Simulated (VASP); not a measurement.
Input of a VASP 6.6.1 run:

INCAR

```
PREC = Accurate ; ENCUT = 520
EDIFF = 1E-6 ; ISMEAR = -1
SIGMA = 0.05 ; LREAL = False
LASPH = True ; NELM = 60
ALGO = Fast ; ISIF = 2
LWAVE = False ; LCHARG = False
GGA = PE ; NBANDS = 18
```

File KPOINTS:

```
regular mesh
0
Gamma
  11 11 6
```

POSCAR

```
Au
1.0
    1.4206566610     -2.5728602271      0.0000000000
    1.4206566610      2.5728602271      0.0000000000
    0.0000000000      0.0000000000      4.9255756512
Au
2
Direct
    0.3346720300      0.6653279700      0.2500000000
    0.6653279700      0.3346720300      0.7500000000
```

Potentials or basis: VASP PAW PBE potentials, release 64 (Au).

The run is started by

```console
$ cat potpaw_PBE.64/Au/POTCAR > POTCAR
$ mpirun -np 1 vasp_std > vasp.out
```

Q: Predict the pressure.

A: 0.1 GPa.

Q: Predict the largest force.

A: 0.018 eV/Å.

Q: Predict the band gap on the k mesh.

A: Zero (bands 11 and 12 overlap by 6.13 eV).

Forces on the atoms (eV/Å):
```
Au   0.000 -0.018  0.000
Au   0.000  0.018  0.000
```

Caveat: spin-orbit coupling is left out, which moves the levels of the heavy elements.
